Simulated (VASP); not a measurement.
CsH5:

```
Cs H
1.0
     4.48027    0.00000    0.00000
    -2.24014    3.88003    0.00000
     0.00000    0.00000    4.60299
Cs H
1 5
Direct
  0.33333 0.66667 0.00000
  0.74246 0.25754 0.50000
  0.74246 0.48493 0.50000
  0.51507 0.25754 0.50000
  0.00000 0.00000 0.50000
  0.66667 0.33333 0.00000
```

* Program: VASP 6.6.1
* Task: relaxation of cell and atoms
* Functional: PBE
* Potentials or basis: VASP PAW PBE potentials, release 64 (Cs_sv, H)
* Cutoff: 600 eV
* k mesh: 6 × 6 × 4
* Occupations: gaussian, width 0.1 eV
* Spin: no spin polarisation

At the start: pressure 0.1 GPa; volume 13.34 Å³/atom.

How do energy, volume and symmetry change on relaxing?

Over 11 steps the energy falls by 25.7 meV/atom and the volume is 15.39 Å³/atom (+15.4 %); space group P-6m2 (No. 187, to 0.05 Å).

Step by step:
```tsv
step	energy change (eV)	largest force (eV/Å)	pressure (GPa)	volume (Å³)
1	0.0000	0.7848	0.07	80.02
2	-0.0671	0.0389	1.39	80.08
3	-0.0673	0.1007	1.48	80.08
4	-0.0846	0.0936	1.21	81.55
5	-0.1213	0.0720	0.52	86.01
6	-0.1393	0.0312	-0.51	95.29
7	-0.1406	0.0382	-0.36	93.61
8	-0.1471	0.0657	-0.20	93.22
9	-0.1529	0.1306	0.20	92.27
10	-0.1517	0.1793	-0.13	92.47
11	-0.1541	0.0005	0.06	92.35
```

Final structure:
```
Cs H
1.0
     4.45263    0.00000    0.00000
    -2.22631    3.85609    0.00000
     0.00000    0.00000    5.37869
Cs H
1 5
Direct
  0.33333 0.66667 0.00000
  0.73862 0.26138 0.50000
  0.73862 0.47725 0.50000
  0.52275 0.26138 0.50000
  0.00000 0.00000 0.50000
  0.66667 0.33333 0.00000
```

Caveat: the volume moved by over 15 % at a fixed basis, so the end points are rough.
